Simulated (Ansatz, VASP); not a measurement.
# Sn in VASP and in Ansatz

POSCAR

```
Sn
1.0
   -2.9401404553      2.9401404553      1.5993019889
    2.9401404553     -2.9401404553      1.5993019889
    2.9401404553      2.9401404553     -1.5993019889
Sn
2
Direct
    0.7500000000      0.2500000000      0.5000000000
    0.0000000000      0.0000000000      0.0000000000
```

INCAR.step1

```
SYSTEM = Sn
PREC = Accurate ; ENCUT = 520
ISMEAR = 0 ; SIGMA = 0.15
LREAL = .FALSE. ; LASPH = .TRUE.
NELM = 100 ; NBANDS = 21
GGA = PE ; ALGO = Normal
EDIFF = 1E-4 ; LWAVE = .TRUE.
LCHARG = .FALSE.
```

File INCAR.step2:

```
SYSTEM = Sn
PREC = Accurate ; ENCUT = 520
EDIFF = 1E-6 ; ISMEAR = 0
SIGMA = 0.15 ; LREAL = .FALSE.
LASPH = .TRUE. ; NELM = 100
ALGO = Normal ; ISIF = 2
LWAVE = .FALSE. ; LCHARG = .TRUE.
METAGGA = R2SCAN ; LMIXTAU = .TRUE.
LELF = .TRUE. ; LVHAR = .TRUE.
NBANDS = 21 ; ISTART = 1
```

The input KPOINTS:

```
regular mesh
0
G
  16 16 16
  0 0 0
```

Input for Ansatz:

```yaml
crystal:
  lattice:
    - [-2.9401404553, 2.9401404553, 1.5993019889]
    - [2.9401404553, -2.9401404553, 1.5993019889]
    - [2.9401404553, 2.9401404553, -1.5993019889]
  atoms:
    - { symbol: Sn, position: [0.75, 0.25, 0.5] }
    - { symbol: Sn, position: [0.0, 0.0, 0.0] }
basis:
  ecutwfc: 500
kpoints:
  mp_grid: { grid: [16, 16, 16] }
hamiltonian:
  xc: r2scan
scf:
  occupations: { method: gaussian, width: 0.15 }
output:
  forces: true
  stress: true
  eigenvalues: true
```

Alike in both runs: task single point; functional r2SCAN; k mesh 16 × 16 × 16; occupations gaussian, width 0.15 eV; no spin polarisation.

|  | VASP | Ansatz |
| --- | --- | --- |
| version | VASP 6.6.1 | Ansatz 0.2.0 |
| potentials or method | VASP PAW PBE potentials, release 64 (Sn_d), cutoff 520 eV | scalar-relativistic, plane waves, PAW |
| valence electrons in the cell | 28 | 28 |

Ansatz gave:

* gap on the k mesh at the Fermi level (eV): none
* pressure (GPa): -0.1
* traceless stress, the component that is largest in VASP (GPa): -0.28

Problem. What did VASP give for the same quantities?

Solution. gap on the k mesh at the Fermi level (eV): none; pressure (GPa): -0.2; traceless stress, the component that is largest in VASP (GPa): -0.28.

VASP's potentials were made for PBE, not for r2SCAN. A gap of «none» marks a metal or a gap that the smearing closes.
